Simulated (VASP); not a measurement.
Be, 1 atom in the cell. The structure is cubic, space group Fm-3m (No. 225). The conventional cell has a = 3.190 Å, b = 3.190 Å, c = 3.190 Å, α = 90.00°, β = 90.00°, γ = 90.00°. Within 3.0 Å of Be (site symmetry m-3m) lie 12 Be at 2.26 Å. This isn't the form of Be at room conditions, which is hcp.

- Program: VASP 6.6.1
- Task: relaxation of cell and atoms
- Functional: PBE
- Potentials or basis: VASP PAW PBE potentials, release 64 (Be)
- Cutoff: 600 eV
- k mesh: 12 × 12 × 12
- Occupations: methfessel-paxton, width 0.05 eV
- Spin: no spin polarisation
- Dipole correction: no
- Further INCAR settings: ALGO = Normal; EDIFF = 1e-07; IBRION = 2; EDIFFG = -0.01; NSW = 80; ISIF = 3

Potentials or basis: VASP PAW PBE potentials, release 64 (Be).

Command:

```console
$ cat potpaw_PBE.64/Be/POTCAR > POTCAR
$ mpirun -np 1 vasp_std > vasp.out
```

Hardware: 1 thread of AMD EPYC 9R45 (Zen 5) (shared host).

Question: Estimate the wall time of this run.

Answer: Wall time 4.5 s on 1 thread of AMD EPYC 9R45 (Zen 5), on a shared host, peak memory 0.08 GiB. Counts: scf iterations 22, k points 72, ion steps 3.
